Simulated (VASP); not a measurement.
Here is a VASP 6.6.1 calculation.

POSCAR

```
Pd
1.0
   -1.5879010179      1.5879010179      1.5879010179
    1.5879010179     -1.5879010179      1.5879010179
    1.5879010179      1.5879010179     -1.5879010179
Pd
1
Direct
    0.0000000000      0.0000000000      0.0000000000
```

Contents of INCAR.step1:

```
  PREC = Accurate
  ENCUT = 520
  EDIFF = 1E-5
  ISMEAR = -1
  SIGMA = 0.05
  LREAL = False
  LASPH = True
  NELM = 80
  ALGO = Normal
  ISIF = 2
  LWAVE = True
  LCHARG = False
  NBANDS = 11
  GGA = PE
```

Contents of INCAR.step2:

```
  PREC = Accurate
  ENCUT = 520
  EDIFF = 1E-6
  ISMEAR = -1
  SIGMA = 0.05
  LREAL = False
  LASPH = True
  NELM = 80
  ALGO = Normal
  ISIF = 2
  LWAVE = False
  LCHARG = False
  GGA = PE
  LHFCALC = True
  AEXX = 1.0
  ALDAC = 0.0
  AGGAC = 0.0
  PRECFOCK = Normal
  NBANDS = 11
  ISTART = 1
```

The input KPOINTS:

```
regular mesh
0
Gamma
  6 6 6
```

Potentials or basis: VASP PAW PBE potentials, release 64 (Pd).

Command:

```console
$ cat potpaw_PBE.64/Pd/POTCAR > POTCAR
$ cp INCAR.step1 INCAR
$ mpirun -np 1 vasp_std > vasp.out
$ cp INCAR.step2 INCAR
$ mpirun -np 1 vasp_std > vasp.out
```

Q: Estimate the band gap on the k mesh.

A: Zero (bands 5 and 6 overlap by 7.18 eV).

Q: What does it give for the pressure?

A: 0.4 GPa.

Caveat: the k points lie up to 0.47 Å⁻¹ apart, too coarse for converged energies and pressures of a metal; the PAW data sets were made with another functional, which shifts forces and pressure a little.
